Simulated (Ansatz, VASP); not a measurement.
## TiAl3 in VASP and in Ansatz

INCAR

```
SYSTEM = TiAl3
ALGO     = Normal         ! electronic algorithm
EDIFF    = 1E-7           ! SCF threshold, eV
ENCUT    = 520            ! plane-wave cutoff, eV
GGA      = PE             ! functional
ISIF     = 2              ! what is computed and relaxed
ISMEAR   = -1             ! smearing method
LASPH    = .True.         ! aspherical terms in the spheres
LCHARG   = .False.        ! write CHGCAR
LREAL    = .False.        ! projectors in reciprocal space
LWAVE    = .False.        ! write WAVECAR
NBANDS   = 18             ! bands
NELM     = 100            ! most SCF steps
PREC     = Accurate       ! precision mode
SIGMA    = 0.05           ! smearing width, eV
```

The input KPOINTS:

```
k-points
0
Gamma
  9 6 6
  0 0 0
```

POSCAR

```
TiAl3
1.0
    2.8206181908      0.0000000000      0.0000000000
    0.0000000000      4.6498451741      0.0000000000
    0.0000000000      0.0000000000      4.8678501230
Ti Al
1 3
Direct
    0.0000000000      0.5000000000      0.1659160000
    0.0000000000      0.0000000000      0.8359000000
    0.5000000000      0.0000000000      0.3309120000
    0.5000000000      0.5000000000      0.6672710000
```

File input.yaml:

```yaml
crystal:
  lattice:
    - [2.8206181908, 0.0, 0.0]
    - [0.0, 4.6498451741, 0.0]
    - [0.0, 0.0, 4.867850123]
  atoms:
    - { symbol: Ti, position: [0.0, 0.5, 0.165916] }
    - { symbol: Al, position: [0.0, 0.0, 0.8359] }
    - { symbol: Al, position: [0.5, 0.0, 0.330912] }
    - { symbol: Al, position: [0.5, 0.5, 0.667271] }
hamiltonian:
  xc: pbe
  pseudopotentials: { kind: paw }
kpoints:
  mp_grid: { grid: [9, 6, 6] }
scf:
  occupations: { method: fermi_dirac, width: 0.05 }
output:
  forces: true
  stress: true
  eigenvalues: true
```

Alike in both runs: task single point; functional PBE; k mesh 9 × 6 × 6; occupations fermi-dirac, width 0.05 eV; no spin polarisation.

```csv
,VASP,Ansatz
version,VASP 6.6.1,Ansatz 0.2.0
potentials or method,"VASP PAW PBE potentials, release 64 (Ti_sv, Al)",Ansatz PAW
plane-wave cutoff (eV),520,420
valence electrons in the cell,21,21
```

VASP gave:

| Quantity | Value |
| --- | --- |
| gap on the k mesh at the Fermi level (eV) | none |
| pressure (GPa) | 2.0 |
| traceless stress, the component that is largest in VASP (GPa) | -2.10 |
| rms of the force components (eV/Å) | 0.019 |

**Question.** Which values does Ansatz return?

**Answer.** gap on the k mesh at the Fermi level (eV): none; pressure (GPa): 2.1; traceless stress, the component that is largest in VASP (GPa): -2.09; rms of the force components (eV/Å): 0.018.

Atom by atom the forces differ by 0.001 eV/Å (rms over components). A gap of «none» marks a metal or a gap that the smearing closes.
